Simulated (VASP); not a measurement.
Input of a VASP 6.6.1 run:

Contents of INCAR:

```
SYSTEM = SbSe2
PREC     = Accurate       ! precision mode
ENCUT    = 600            ! plane-wave cutoff, eV
EDIFF    = 1E-7           ! SCF threshold, eV
ISMEAR   = 0              ! smearing method
SIGMA    = 0.1            ! smearing width, eV
LREAL    = .False.        ! projectors in reciprocal space
LASPH    = .True.         ! aspherical terms in the spheres
NELM     = 60             ! most SCF steps
ALGO     = Normal         ! electronic algorithm
ISIF     = 3              ! what is computed and relaxed
LWAVE    = .False.        ! write WAVECAR
LCHARG   = .False.        ! write CHGCAR
GGA      = PE             ! functional
IBRION   = 2              ! ionic algorithm
NSW      = 90             ! ionic steps
EDIFFG   = -0.04          ! ionic threshold
```

KPOINTS

```
Automatic mesh
0
Gamma
  6 6 6
  0 0 0
```

The input POSCAR:

```
SbSe2
1.0
   -1.9895352927      1.9895352927      4.8805787649
    1.9895352927     -1.9895352927      4.8805787649
    1.9895352927      1.9895352927     -4.8805787649
Sb Se
1 2
Direct
    0.0000000000      0.0000000000      0.0000000000
    0.6650000000      0.6650000000      0.0000000000
    0.3350000000      0.3350000000      0.0000000000
```

Potentials or basis: VASP PAW PBE potentials, release 64 (Sb, Se).

Launch:

```bash
$ cat potpaw_PBE.64/Sb/POTCAR potpaw_PBE.64/Se/POTCAR > POTCAR
$ mpirun -np 1 vasp_std > vasp.out
```

(1) Estimate the relaxed volume.

(2) What does it give for the relaxed cell?

## Answers

(1) 23.54 Å³/atom.

(2) a = 5.846 Å, b = 5.846 Å, c = 5.846 Å, α = 143.39°, β = 143.39°, γ = 52.74°.

Caveat: the k points lie up to 0.40 Å⁻¹ apart in the final cell.
